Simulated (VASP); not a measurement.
# Pt: single point with PBEsol

The system is Pt.

```
CELL_PARAMETERS angstrom
2.72629 0.00000 0.00000
-1.36314 2.36103 0.00000
0.00000 0.00000 4.66420
ATOMIC_POSITIONS crystal
Pt 0.33333 0.66667 0.25000
Pt 0.66667 0.33333 0.75000
```

* Program: VASP 6.6.1
* Task: single point
* Functional: PBEsol
* Potentials or basis: VASP PAW PBE potentials, release 64 (Pt)
* Cutoff: 520 eV
* k mesh: 16 × 16 × 9
* Occupations: fermi-dirac, width 0.1 eV
* Spin: no spin polarisation
* Dipole correction: no
* Further INCAR settings: ALGO = Normal; EDIFF = 1e-06; NBANDS = 17

| Quantity | Value |
| --- | --- |
| Pressure | 2.2 GPa |
| Band gap on the k mesh | zero (band 10 reaches 11.67 eV, above the bottom of band 11 at 10.34 eV) |

Stress tensor (GPa, compression positive):
```
2.26 0.00 0.00
0.00 2.26 0.00
0.00 0.00 2.11
```

Levels at points of the mesh, in eV from the Fermi level:
```csv
k point,band 8,band 9,band 10,band 11,band 12,band 13
"(0.00, 0.00, 0.00)",-2.07,-2.07,-0.93,-0.26,-0.26,5.16
"(0.50, 0.00, 0.00)",0.05,0.26,0.50,2.30,3.83,7.49
```

Run time: 77 s on 1 thread of Intel Xeon 6975P-C, with other jobs on the host, peak memory 0.18 GiB.

Caveat: the PAW data sets were made with another functional, which shifts forces and pressure a little; spin-orbit coupling is left out, which moves the levels of the heavy elements.
